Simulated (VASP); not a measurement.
Crystal: BN.

```
B N
1.0
     0.00000    1.74583    1.74583
     1.74583    0.00000    1.74583
     1.74583    1.74583    0.00000
B N
1 1
Cartesian
  0.0000 0.0000 0.0000
  1.7458 1.7458 1.7458
```

Base run:

- Program: VASP 6.6.1
- Functional: PBE
- Potentials or basis: VASP PAW PBE potentials, release 64 (B, N)
- Cutoff: 600 eV
- k mesh: 8 × 8 × 8
- Occupations: methfessel-paxton, width 0.188 eV
- Spin: no spin polarisation

Its results: band gap on the k mesh 1.33 eV, indirect (least direct gap 5.85 eV); pressure 3.6 GPa.

Question: After a change of settings the same cell gave: band gap on the k mesh 1.48 eV, indirect (least direct gap 6.51 eV); pressure 0.4 GPa. Which change was it?
A. occupations from methfessel-paxton, width 0.188 eV to methfessel-paxton, width 0.2 eV
B. cutoff from 600 eV to 520 eV; occupations from methfessel-paxton, width 0.188 eV to gaussian, width 0.01 eV; further incar settings from ALGO = Normal; EDIFF = 1e-06; NBANDS = 11 to ALGO = Normal; EDIFF = 1e-07; NBANDS = 11
C. functional from PBE to r2SCAN; cutoff from 600 eV to 520 eV; occupations from methfessel-paxton, width 0.188 eV to gaussian, width 0.01 eV
D. cutoff from 600 eV to 520 eV; occupations from methfessel-paxton, width 0.188 eV to tetrahedron

Answer: C.

Caveats: the PAW data sets were made with another functional, which shifts forces and pressure a little (some runs).
